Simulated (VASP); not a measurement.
Crystal: Co.

```
Co
1.0
     2.48736    0.00000    0.00000
    -1.24368    2.15412    0.00000
     0.00000    0.00000    4.06329
Co
2
Direct
  0.33333 0.66667 0.74014
  0.66667 0.33333 0.25986
```

| Quantity | Value |
| --- | --- |
| Program | VASP 6.6.1 |
| Task | relaxation of cell and atoms |
| Functional | PBEsol |
| Potentials or basis | VASP PAW PBE potentials, release 64 (Co) |
| Cutoff | 600 eV |
| k mesh | 12 × 12 × 7 |
| Occupations | fermi-dirac, width 0.05 eV |
| Spin | collinear spin, ferromagnetic start |
| Starting moments | [2.0, 2.0] μB |

At the start: pressure -10.1 GPa; volume 10.89 Å³/atom.

Question: Where does the relaxation end?

Answer: Over 7 steps the energy falls by 29.6 meV/atom and the volume is 10.32 Å³/atom (-5.2 %); space group P-3m1 (No. 164, to 0.1 Å) before, P6_3/mmc (No. 194, to 0.1 Å); moment 3.10 μB per cell.

The path:
| step | energy change (eV) | largest force (eV/Å) | pressure (GPa) | volume (Å³) |
| --- | --- | --- | --- | --- |
| 1 | 0.0000 | 0.4295 | -10.08 | 21.77 |
| 2 | -0.0162 | 0.3982 | 12.98 | 19.68 |
| 3 | -0.0459 | 0.4527 | 1.43 | 20.57 |
| 4 | -0.0586 | 0.0886 | 0.89 | 20.57 |
| 5 | -0.0591 | 0.0009 | 0.86 | 20.56 |
| 6 | -0.0590 | 0.0074 | -0.92 | 20.72 |
| 7 | -0.0593 | 0.0038 | 0.00 | 20.64 |

Final structure:
```yaml
crystal:
  lattice:
    - [2.45399, 0.00000, 0.00000]
    - [-1.22699, 2.12521, 0.00000]
    - [0.00000, 0.00000, 3.95753]
  atoms:
    - { symbol: Co, position: [0.33333, 0.66667, 0.74994] }
    - { symbol: Co, position: [0.66667, 0.33333, 0.25006] }
```

Caveat: the PAW data sets were made with another functional, which shifts forces and pressure a little.
